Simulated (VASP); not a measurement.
# WSe2 in VASP: a series of runs

WSe2 is run at these levels: PBEsol; tasks: single point, relaxation of cell and atoms.

Everything below comes from runs of VASP 6.6.1. Logs are shortened: lines on timing, memory, paths and dates and some standing lists are left out, and cuts for length are marked.

### Step 1. The cell of the first run

The structure is hexagonal, space group P6_3/mmc (No. 194). Conventional cell: a = 3.271 Å, b = 3.271 Å, c = 13.224 Å, α = 90.00°, β = 90.00°, γ = 120.00°. W (site symmetry -6m2) has 6 Se at 2.52 Å and 6 W at 3.27 Å within 3.3 Å. Se (site symmetry 3m) has 3 W at 2.52 Å and 6 Se at 3.27 Å within 3.3 Å.

### Step 2. Single point, PBEsol

The input, INCAR:

```
SYSTEM = WSe2
PREC = Accurate
ENCUT = 520
EDIFF = 1E-7
ISMEAR = 0
SIGMA = 0.02
LREAL = .False.
LASPH = .True.
NELM = 100
ALGO = Normal
ISIF = 2
LWAVE = .False.
LCHARG = .True.
GGA = PS
LELF = .True.
LVHAR = .True.
NBANDS = 35
```

The input, KPOINTS:

```
Automatic mesh
0
Gamma
  12 12 2
  0 0 0
```

The input, POSCAR:

```
WSe2
1.0
    3.2707064013      0.0000000000      0.0000000000
   -1.6353532006      2.8325148318      0.0000000000
    0.0000000000      0.0000000000     13.2241351060
W Se
2 4
Direct
    0.6666666667      0.3333333333      0.2500013529
    0.3333333333      0.6666666667      0.7499986471
    0.3333333333      0.6666666667      0.3766212191
    0.6666666667      0.3333333333      0.8766185120
    0.3333333333      0.6666666667      0.1233814880
    0.6666666667      0.3333333333      0.6233787809
```

Potentials or basis: VASP PAW PBE potentials, release 64 (W_sv, Se).

Run with:

```bash
$ cat potpaw_PBE.64/W_sv/POTCAR potpaw_PBE.64/Se/POTCAR > POTCAR
$ mpirun -np 1 vasp_std > vasp.out
```

OUTCAR:

```text
SYSTEM = WSe2
   PREC = Accurate
   ENCUT = 520
   EDIFF = 1E-7
   ISMEAR = 0
   LREAL = .False.
   LASPH = .True.
   NELM = 100
   ISIF = 2
   GGA = PS

 ion  position               nearest neighbor table
   1  0.667  0.333  0.250-   5 2.52   5 2.52   5 2.52   3 2.52   3 2.52   3 2.52
   2  0.333  0.667  0.750-   4 2.52   4 2.52   4 2.52   6 2.52   6 2.52   6 2.52
   3  0.333  0.667  0.377-   1 2.52   1 2.52   1 2.52
   4  0.667  0.333  0.877-   2 2.52   2 2.52   2 2.52
   5  0.333  0.667  0.123-   1 2.52   1 2.52   1 2.52
   6  0.667  0.333  0.623-   2 2.52   2 2.52   2 2.52

  LATTYP: Found a hexagonal cell.
 ALAT       =     3.2707064013
 C/A-ratio  =     4.0432045814

  Lattice vectors:

 A1 = (   3.2707064013,   0.0000000000,   0.0000000000)
 A2 = (  -1.6353532006,   2.8325148318,   0.0000000000)
 A3 = (   0.0000000000,   0.0000000000,  13.2241351060)

Analysis of symmetry for initial positions (statically):
=====================================================================
 Subroutine PRICEL returns:
 Original cell was already a primitive cell.

 Routine SETGRP: Setting up the symmetry group for a
 hexagonal supercell.

 Subroutine GETGRP returns: Found 24 space group operations
 (whereof 12 operations were pure point group operations)
 out of a pool of 24 trial point group operations.

The static configuration has the point symmetry D_3d.
 The point group associated with its full space group is D_6h.

Analysis of symmetry for dynamics (positions and initial velocities):
=====================================================================
 Subroutine PRICEL returns:
 Original cell was already a primitive cell.

 Routine SETGRP: Setting up the symmetry group for a
 hexagonal supercell.

 Subroutine GETGRP returns: Found 24 space group operations
 (whereof 12 operations were pure point group operations)
 out of a pool of 24 trial point group operations.

The dynamic configuration has the point symmetry D_3d.
 The point group associated with its full space group is D_6h.

 Subroutine INISYM returns: Found 24 space group operations
 (whereof 12 operations are pure point group operations),
 and found     1 'primitive' translations

----------------------------------------------------------------------------------------

                                     Primitive cell

  volume of cell :     122.5127

  direct lattice vectors                    reciprocal lattice vectors
     3.270706401  0.000000000  0.000000000     0.305744349  0.176521582  0.000000000
    -1.635353201  2.832514832  0.000000000     0.000000000  0.353043165  0.000000000
     0.000000000  0.000000000 13.224135106     0.000000000  0.000000000  0.075619312

  length of vectors
     3.270706401  3.270706401 13.224135106     0.353043165  0.353043165  0.075619312

  position of ions in fractional coordinates (direct lattice)
     0.666666667  0.333333333  0.250001353
     0.333333333  0.666666667  0.749998647
     0.333333333  0.666666667  0.376621219
     0.666666667  0.333333333  0.876618512
     0.333333333  0.666666667  0.123381488
     0.666666667  0.333333333  0.623378781

  ion indices of the primitive-cell ions
   primitive index   ion index
                 1           1
                 2           2
                 3           3
                 4           4
                 5           5
                 6           6

----------------------------------------------------------------------------------------

 KPOINTS: Automatic mesh

Automatic generation of k-mesh.
 Grid dimensions read from file:
 generate k-points for:   12   12    2

 Generating k-lattice:

  Cartesian coordinates                     Fractional coordinates (reciprocal lattice)
     0.025478696  0.014710132  0.000000000     0.083333333  0.000000000  0.000000000
     0.000000000  0.029420264  0.000000000     0.000000000  0.083333333  0.000000000
     0.000000000  0.000000000  0.037809656     0.000000000  0.000000000  0.500000000

  Length of vectors
     0.029420264  0.029420264  0.037809656

  Shift w.r.t. Gamma in fractional coordinates (k-lattice)
     0.000000000  0.000000000  0.000000000

 Subroutine IBZKPT returns following result:
 ===========================================

 Found     38 irreducible k-points:

 Following reciprocal coordinates:
            Coordinates               Weight
  0.000000  0.000000  0.000000      1.000000
  0.083333  0.000000  0.000000      6.000000
  0.166667  0.000000  0.000000      6.000000
  0.250000  0.000000  0.000000      6.000000
  0.333333  0.000000  0.000000      6.000000
  0.416667  0.000000  0.000000      6.000000
[... 16 lines left out ...]
  0.250000  0.000000  0.500000      6.000000
  0.333333  0.000000  0.500000      6.000000
 [... further k-points ...]
   k-points           NKPTS =     38   k-points in BZ     NKDIM =     38   number of bands    NBANDS=     35
   number of dos      NEDOS =    301   number of ions     NIONS =      6
   total plane-waves  NPLWV =  56448
   dimension x,y,z NGX =    24 NGY =   24 NGZ =   98
   dimension x,y,z NGXF=    48 NGYF=   48 NGZF=  196
   ions per type =               2   4
   NGX,Y,Z   is equivalent  to a cutoff of  12.20, 12.20, 12.32 a.u.
   NGXF,Y,Z  is equivalent  to a cutoff of  24.40, 24.40, 24.64 a.u.
 SYSTEM =  WSe2
   PREC   = accura    normal or accurate (medium, high low for compatibility)
   ISTART =      0    job   : 0-new  1-cont  2-samecut
   ICHARG =      2    charge: 1-file 2-atom 10-const
   ISPIN  =      1    spin polarized calculation?
   LNONCOLLINEAR =      F non collinear calculations
   LSORBIT =      F    spin-orbit coupling
   LASPH  =      T    aspherical Exc in radial PAW
   ENCUT  =  520.0 eV  38.22 Ry    6.18 a.u.   6.08  6.08 24.59*2*pi/ulx,y,z
   NELM   =    100;   NELMIN=  2; NELMDL= -5     # of ELM steps
   EDIFF  = 0.1E-06   stopping-criterion for ELM
   LREAL  =      F    real-space projection
   EDIFFG = 0.1E-05   stopping-criterion for IOM
   NSW    =      0    number of steps for IOM
   IBRION =     -1    ionic relax: 0-MD 1-quasi-New 2-CG
   NFREE  =      0    steps in history (QN), initial steepest desc. (CG)
   ISIF   =      2    stress and relaxation
   ISYM   =      2    0-nonsym 1-usesym 2-fastsym
   POTIM  = 0.5000    time-step for ionic-motion
   TEBEG  =    0.0;   TEEND  =   0.0 temperature during run
   PSTRESS=    0.0 pullay stress
   NELECT =      52.0000    total number of electrons
   NUPDOWN=      -1.0000    fix difference up-down
   EMIN   =  10.00;   EMAX   =-10.00  energy-range for DOS
   EFERMI =   0.00;   METHOD = LEGACY
   ISMEAR =     0;   SIGMA  =   0.02  broadening in eV -4-tet -1-fermi 0-gaus
   EFERMI_NEDOS =   21; number of points for ismear=-14 and -15
   IALGO  =     38    algorithm
   IMIX   =      4    mixing-type and parameters
     AMIX     =   0.40;   BMIX     =  1.00
     AMIX_MAG =   1.60;   BMIX_MAG =  1.00
  volume/ion in A,a.u.               =      20.42       137.79
  Fermi-wavevector in a.u.,A,eV,Ry     =   1.230313  2.324954 20.594731  1.513670
  Thomas-Fermi vector in A             =   2.365166
   LORBIT       =      0    0 simple, 1 ext, 2 COOP (PROOUT), +10 PAW based schemes
   GGA     = PS    functional components
   LHFCALC =     F    Hartree Fock is set to
   AEXX    =    0.0000 exact exchange contribution
   IVDW    =     0    specifies the selected vdW correction
   LEPSILON=     F    determine dielectric tensor
   LRPA    =     F    only Hartree local field effects (RPA)
 non-spin polarized calculation
 Gauss-broadening in eV      SIGMA  =   0.02
  energy-cutoff  :      520.00
  volume of cell :      122.51
 maximum number of plane-waves:      3354
   NGX = 13   NGY = 13   NGZ = 49

 number of electron      51.9999994 magnetization

 Free energy of the ion-electron system (eV)
  ---------------------------------------------------
  ext. energy  EPLUGINS =         0.00000000
  ---------------------------------------------------
  free energy    TOTEN  =       -46.55063433 eV

  energy without entropy =      -46.55063433  energy(sigma->0) =      -46.55063433

 E-fermi :   6.0969     XC(G=0): -10.8343

 val. band max:        5.9493315437   @ k =   0.0000   0.0000   0.0000
 cond. band min:       6.9879378597   @ k =   0.1667   0.1667   0.0000
 fundamental gap:      1.0386063160
 Fermi energy:         6.0969059433

 k-point     1 :       0.0000    0.0000    0.0000
  band No.  band energies     occupation
      1     -68.2206      2.00000
      2     -68.2206      2.00000
      3     -32.4858      2.00000
      4     -32.4858      2.00000
      5     -32.3359      2.00000
      6     -32.3359      2.00000
[... 27 lines left out ...]
     34       9.0404      0.00000
     35      10.5208      0.00000

 k-point     2 :       0.0833    0.0000    0.0000
  band No.  band energies     occupation
      1     -68.2198      2.00000
      2     -68.2198      2.00000
      3     -32.4825      2.00000
      4     -32.4825      2.00000
      5     -32.3529      2.00000
      6     -32.3529      2.00000
[... 27 lines left out ...]
     34       8.9974      0.00000
     35      11.1593      0.00000

 k-point     3 :       0.1667    0.0000    0.0000
  band No.  band energies     occupation
      1     -68.2177      2.00000
      2     -68.2177      2.00000
      3     -32.4736      2.00000
      4     -32.4736      2.00000
      5     -32.3992      2.00000
      6     -32.3991      2.00000
[... 27 lines left out ...]
     34       9.4520      0.00000
     35      12.0577      0.00000
[... 723 lines left out ...]
 k-point    23 :       0.2500    0.0000    0.5000
  band No.  band energies     occupation
      1     -68.2149      2.00000
      2     -68.2149      2.00000
      3     -32.4618      2.00000
      4     -32.4617      2.00000
      5     -32.4614      2.00000
      6     -32.4614      2.00000
[... 27 lines left out ...]
     34       9.7831      0.00000
     35      12.3888      0.00000

 k-point    24 :       0.3333    0.0000    0.5000
  band No.  band energies     occupation
      1     -68.2121      2.00000
      2     -68.2121      2.00000
      3     -32.5237      2.00000
      4     -32.5236      2.00000
      5     -32.4492      2.00000
      6     -32.4492      2.00000
[... 27 lines left out ...]
     34      10.0515      0.00000
     35      11.6419      0.00000

 [... further k-points ...]

------------------------ aborting loop because EDIFF is reached ----------------------------------------

  FORCE on cell =-STRESS in cart. coord.  units (eV):
  Direction    XX          YY          ZZ          XY          YZ          ZX
  --------------------------------------------------------------------------------------
  -------------------------------------------------------------------------------------
  Total        0.3025531      0.3025531      0.3918100      0.0000000     -0.0000000      0.0000000
  in kB        3.9566818      3.9566818      5.1239522      0.0000000     -0.0000000      0.0000000
  external PRESSURE =       4.3457719 kB  Pullay stress =       0.0000000 kB

 VOLUME and BASIS-vectors are now :
 -----------------------------------------------------------------------------
  energy-cutoff  :      520.00
  volume of cell :      122.51
      direct lattice vectors                 reciprocal lattice vectors
     3.270706401  0.000000000  0.000000000     0.305744349  0.176521582  0.000000000
    -1.635353201  2.832514832  0.000000000     0.000000000  0.353043165  0.000000000
     0.000000000  0.000000000 13.224135106     0.000000000  0.000000000  0.075619312

 POSITION                                       TOTAL-FORCE (eV/Angst)
 -----------------------------------------------------------------------------------
      1.63535      0.94417      3.30605        -0.000000     -0.000000     -0.000000
     -0.00000      1.88834      9.91808         0.000000      0.000000      0.000000
     -0.00000      1.88834      4.98049         0.000000     -0.000000      0.058886
      1.63535      0.94417     11.59252        -0.000000      0.000000      0.058886
     -0.00000      1.88834      1.63161         0.000000     -0.000000     -0.058886
      1.63535      0.94417      8.24365        -0.000000      0.000000     -0.058886
 -----------------------------------------------------------------------------------
    total drift:                               -0.016498     -0.028576     -0.000310

  FREE ENERGIE OF THE ION-ELECTRON SYSTEM (eV)
  ---------------------------------------------------
  free  energy   TOTEN  =       -46.5506343322 eV

  energy  without entropy=      -46.5506343322  energy(sigma->0) =      -46.55063433
```

It took 2.4 min on 1 thread of Intel Xeon Platinum 8375C at 2.90GHz (Ice Lake), shared host; peak memory 0.31 GiB.

What came out:

- Free energy: -46.5506 eV
- Pressure: 0.4 GPa
- Largest force: 0.059 eV/Å
- Band gap on the k mesh: 1.04 eV, indirect (least direct gap 1.59 eV)

Forces in eV/Å, atoms in the order of the input:
```
W    0.000  0.000  0.000
W    0.000  0.000  0.000
Se   0.000  0.000  0.059
Se   0.000  0.000  0.059
Se   0.000  0.000 -0.059
Se   0.000  0.000 -0.059
```

Levels at points of the mesh, in eV from the valence-band top:
| k point | band 24 | band 25 | band 26 | band 27 | band 28 | band 29 |
| --- | --- | --- | --- | --- | --- | --- |
| (0.00, 0.00, 0.00) | -1.19 | -1.09 | 0.00 | 2.80 | 2.80 | 2.84 |
| (0.50, 0.00, 0.00) | -1.23 | -1.18 | -0.99 | 2.28 | 2.32 | 2.42 |
| (0.00, 0.00, 0.50) | -1.40 | -0.24 | -0.24 | 2.81 | 2.81 | 2.81 |
| (0.50, 0.00, 0.50) | -1.27 | -1.08 | -1.08 | 2.30 | 2.30 | 2.63 |

Caveat: the PAW data sets were made with another functional, which shifts forces and pressure a little; spin-orbit coupling is left out, which moves the levels of the heavy elements; this functional lacks dispersion, which binds the layers, so the pressure and a relaxed spacing across them are unreliable. A k mesh can miss the band edges.

### Step 3. Relaxation of cell and atoms, PBEsol

This run uses another cell than the first one, of 19.85 Å³/atom, 0.972 times its volume.

The input, INCAR:

```
SYSTEM = WSe2
PREC     = Accurate       ! precision mode
ENCUT    = 600            ! plane-wave cutoff, eV
EDIFF    = 1E-6           ! SCF threshold, eV
ISMEAR   = 0              ! smearing method
SIGMA    = 0.02           ! smearing width, eV
LREAL    = .FALSE.        ! projectors in reciprocal space
LASPH    = .TRUE.         ! aspherical terms in the spheres
NELM     = 80             ! most SCF steps
ALGO     = Normal         ! electronic algorithm
ISIF     = 3              ! what is computed and relaxed
LWAVE    = .FALSE.        ! write WAVECAR
LCHARG   = .FALSE.        ! write CHGCAR
GGA      = PS             ! functional
IBRION   = 2              ! ionic algorithm
NSW      = 70             ! ionic steps
EDIFFG   = -0.005         ! ionic threshold
```

The input, KPOINTS:

```
regular mesh
0
G
  12 12 2
  0 0 0
```

The input, POSCAR:

```
WSe2
1.0
    3.2790406019      0.0000000000      0.0000000000
   -1.6395203009      2.8397324613      0.0000000000
    0.0000000000      0.0000000000     12.7928297555
W Se
2 4
Direct
    0.6666666667      0.3333333333      0.2500164789
    0.3333333333      0.6666666667      0.7499835211
    0.3333333333      0.6666666667      0.3816762949
    0.6666666667      0.3333333333      0.8816429105
    0.3333333333      0.6666666667      0.1183570895
    0.6666666667      0.3333333333      0.6183237051
```

Potentials or basis: VASP PAW PBE potentials, release 64 (W_sv, Se).

Run with:

```bash
$ cat potpaw_PBE.64/W_sv/POTCAR potpaw_PBE.64/Se/POTCAR > POTCAR
$ mpirun -np 1 vasp_std > vasp.out
```

Wall time 15 min (1 thread of Intel Xeon Platinum 8375C at 2.90GHz (Ice Lake), shared host); peak memory 0.39 GiB.

The run converged. Its results:

- Free energy: -46.5515 eV
- Relaxed volume: 20.51 Å³/atom
- Relaxed cell: a = 3.273 Å, b = 3.273 Å, c = 13.260 Å, α = 90.00°, β = 90.00°, γ = 120.00°
- Space group after relaxing (to 0.05 Å): P6_3/mmc (No. 194)
- Energy gained by relaxing: 3.5 meV/atom
- Ionic steps: 10
- Pressure after relaxing: 0.0 GPa
- Largest force after relaxing: 0.005 eV/Å
- Band gap on the k mesh: 1.05 eV, indirect (least direct gap 1.59 eV)

Forces in eV/Å, atoms in the order of the input:
```
W    0.000  0.000  0.000
W    0.000  0.000  0.000
Se   0.000  0.000  0.004
Se   0.000  0.000  0.005
Se   0.000  0.000 -0.005
Se   0.000  0.000 -0.004
```

Step by step:
| step | energy change (eV) | largest force (eV/Å) | pressure (GPa) | volume (Å³) |
| --- | --- | --- | --- | --- |
| 1 | 0.0000 | 0.2276 | -0.73 | 119.12 |
| 2 | 0.0050 | 0.1727 | 2.20 | 117.58 |
| 3 | -0.0034 | 0.0739 | 0.39 | 118.51 |
| 4 | -0.0071 | 0.0685 | 0.36 | 118.89 |
| 5 | -0.0149 | 0.0535 | 0.32 | 120.00 |
| 6 | -0.0190 | 0.0242 | 0.36 | 122.21 |
| 7 | -0.0174 | 0.0783 | -1.01 | 124.39 |
| 8 | -0.0205 | 0.0463 | -0.20 | 123.10 |
| 9 | -0.0181 | 0.1560 | 0.69 | 122.91 |
| 10 | -0.0208 | 0.0047 | 0.00 | 123.05 |

Final structure:
```
CELL_PARAMETERS angstrom
3.27338 0.00000 0.00000
-1.63669 2.83483 0.00000
0.00000 0.00000 13.26024
ATOMIC_POSITIONS crystal
W 0.66667 0.33333 0.25001
W 0.33333 0.66667 0.74999
Se 0.33333 0.66667 0.37645
Se 0.66667 0.33333 0.87643
Se 0.33333 0.66667 0.12357
Se 0.66667 0.33333 0.62355
```

Levels at points of the mesh, in eV from the valence-band top:
| k point | band 24 | band 25 | band 26 | band 27 | band 28 | band 29 |
| --- | --- | --- | --- | --- | --- | --- |
| (0.00, 0.00, 0.00) | -1.19 | -1.07 | 0.00 | 2.81 | 2.81 | 2.84 |
| (0.50, 0.00, 0.00) | -1.21 | -1.17 | -0.98 | 2.29 | 2.32 | 2.43 |
| (0.00, 0.00, 0.50) | -1.39 | -0.24 | -0.24 | 2.81 | 2.81 | 2.81 |
| (0.50, 0.00, 0.50) | -1.26 | -1.07 | -1.07 | 2.30 | 2.30 | 2.63 |

Caveat: the PAW data sets were made with another functional, which shifts forces and pressure a little; spin-orbit coupling is left out, which moves the levels of the heavy elements. A k mesh can miss the band edges.
